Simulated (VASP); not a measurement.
## LaPRuO: single point with PBE

LaPRuO:

```
La P Ru O
1.0
     4.04797    0.00000    0.00000
     0.00000    4.04797    0.00000
     0.00000    0.00000    8.40641
La P Ru O
2 2 2 2
Direct
  0.00000 0.50000 0.85419
  0.50000 0.00000 0.14581
  0.50000 0.00000 0.63762
  0.00000 0.50000 0.36238
  0.00000 0.00000 0.50000
  0.50000 0.50000 0.50000
  0.50000 0.50000 0.00000
  0.00000 0.00000 0.00000
```

| Property | Result |
| --- | --- |
| Program | VASP 6.6.1 |
| Task | single point |
| Functional | PBE |
| Potentials or basis | VASP PAW PBE potentials, release 64 (La, P, Ru_pv, O) |
| Cutoff | 520 eV |
| k mesh | 8 × 8 × 4 |
| Occupations | gaussian, width 0.05 eV |
| Spin | no spin polarisation |

The pressure is 1.9 GPa. The largest force is 0.011 eV/Å and the band gap on the k mesh is zero (bands 36 and 37 overlap by 1.00 eV).

Forces in eV/Å, atoms in the order of the input:
```
La   0.000  0.000  0.011
La   0.000  0.000 -0.011
P    0.000  0.000  0.001
P    0.000  0.000 -0.001
Ru   0.000  0.000  0.000
Ru   0.000  0.000  0.000
O    0.000  0.000  0.000
O    0.000  0.000  0.000
```

Levels at points of the mesh, in eV from the Fermi level:
| k point | band 34 | band 35 | band 36 | band 37 | band 38 | band 39 |
| --- | --- | --- | --- | --- | --- | --- |
| (0.00, 0.00, 0.00) | -0.06 | 0.35 | 0.35 | 1.50 | 1.54 | 2.46 |
| (0.50, 0.00, 0.00) | -1.96 | -0.80 | -0.80 | 1.71 | 1.71 | 1.92 |
| (0.50, 0.50, 0.00) | -1.80 | -0.71 | -0.71 | -0.65 | -0.65 | 1.73 |
| (0.00, 0.00, 0.50) | 0.10 | 0.34 | 0.34 | 1.22 | 1.50 | 1.92 |
| (0.50, 0.00, 0.50) | -1.92 | -0.89 | -0.89 | 1.88 | 1.88 | 2.07 |
| (0.50, 0.50, 0.50) | -1.89 | -0.72 | -0.72 | -0.65 | -0.65 | 1.73 |

It took 3.3 min on 1 thread of Intel(R) Xeon(R) 6975P-C (Granite Rapids) (shared host), peak memory 0.42 GiB.

Caveat: spin-orbit coupling is left out, which moves the levels of the heavy elements.
